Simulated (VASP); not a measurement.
CoO:

```xyz
4
Lattice="3.1976 0.0000 0.0000 -1.5988 2.7692 0.0000 0.0000 0.0000 5.2287" Properties=species:S:1:pos:R:3 pbc="T T T"
Co    0.0000    1.8462    2.6319
Co    0.0000    0.0000    0.0182
O     0.0000    1.8462    4.5571
O     0.0000    0.0000    1.9430
```

Base run:

* Program: VASP 6.6.1
* Functional: PBE
* Potentials or basis: VASP PAW PBE potentials, release 64 (Co, O)
* Cutoff: 520 eV
* k mesh: 8 × 8 × 5
* Occupations: fermi-dirac, width 0.05 eV
* Spin: collinear spin, ferromagnetic start
* Starting moments: [3.0, 3.0, 0.0, 0.0] μB
* Fixed moment: 6 μB

Its results: pressure 2.3 GPa; site moments Co +2.55; O +0.33 μB; largest force 0.297 eV/Å.

Question: After a change of settings the same cell gave: pressure -10.8 GPa; site moments Co +1.38; O +0.09 μB; largest force 0.178 eV/Å. Which change was it?
A. fixed moment from 6 μB to 4 μB; moments at the start from [3.0, 3.0, 0.0, 0.0] to [2.0, 2.0, 0.0, 0.0]
B. fixed moment from 6 μB to 3 μB; moments at the start from [3.0, 3.0, 0.0, 0.0] to [1.5, 1.5, 0.0, 0.0]
C. fixed moment from 6 μB to 8 μB; moments at the start from [3.0, 3.0, 0.0, 0.0] to [4.0, 4.0, 0.0, 0.0]

Answer: B.

Caveats: the total moment is fixed, so each spin has its own Fermi level.
